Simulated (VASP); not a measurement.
TiO2: single point with PBE+U

Crystal: TiO2.

```xyz
6
Lattice="-1.8768 1.8768 4.7595 1.8768 -1.8768 4.7595 1.8768 1.8768 -4.7595" Properties=species:S:1:pos:R:3 pbc="T T T"
Ti    0.0000    0.0000    0.0000
Ti    0.0000    1.8768    2.3798
O     0.0000    0.0000    1.9536
O     0.0000    1.8768    4.3333
O     0.0000    1.8768    0.4262
O     0.0000    0.0000    7.5654
```

| Property | Result |
| --- | --- |
| Program | VASP 6.6.1 |
| Task | single point |
| Functional | PBE |
| Potentials or basis | VASP PAW PBE potentials, release 64 (Ti_sv, O) |
| Cutoff | 520 eV |
| k mesh | 8 × 8 × 8 |
| Occupations | gaussian, width 0.05 eV |
| Spin | no spin polarisation |
| Hubbard terms | Ti d U = 4.0 eV |

| Item | Value |
| --- | --- |
| Pressure | 19.1 GPa |
| Largest force | 0.701 eV/Å |
| Band gap on the k mesh | 2.87 eV (least direct gap 3.12 eV) |

Forces in eV/Å, atoms in the order of the input:
```
Ti   0.000  0.000  0.000
Ti   0.000  0.000  0.000
O    0.000  0.000  0.701
O    0.000  0.000  0.701
O    0.000  0.000 -0.701
O    0.000  0.000 -0.701
```

Stress tensor (GPa, compression positive):
```
18.03  0.00  0.00
 0.00 18.03  0.00
 0.00  0.00 21.35
```

Levels at points of the mesh, in eV from the valence-band top:
```tsv
k point	band 20	band 21	band 22	band 23	band 24	band 25	band 26	band 27	band 28	band 29
(0.00, 0.00, 0.00)	-0.75	-0.64	-0.64	-0.40	-0.40	2.87	3.66	4.79	4.79	4.81
(0.50, 0.00, 0.00)	-1.97	-1.83	-0.89	-0.73	-0.62	3.98	4.21	4.32	4.37	5.02
(0.50, 0.50, 0.00)	-2.56	-1.94	-1.94	-0.03	-0.03	4.04	4.04	4.49	4.49	5.64
(0.50, 0.50, 0.50)	-1.38	-1.17	-1.17	-0.03	-0.03	3.25	3.25	4.59	4.59	5.03
```

Eigenvalues of the final occupation matrices:
| site | spin | trace | eigenvalues |
| --- | --- | --- | --- |
| site 1 d | 1 | 0.83 | 0.10 0.11 0.11 0.26 0.26 |
| site 1 d | 2 | 0.83 | 0.10 0.11 0.11 0.26 0.26 |
| site 2 d | 1 | 0.83 | 0.10 0.11 0.11 0.26 0.26 |
| site 2 d | 2 | 0.83 | 0.10 0.11 0.11 0.26 0.26 |

Wall time 3.6 min on 1 thread of Intel(R) Xeon(R) Platinum 8259CL CPU @ 2.50GHz (Skylake/Cascade Lake), with other jobs on the host, peak memory 0.31 GiB.

Caveat: the cell stands under pressure. A k mesh can miss the band edges.
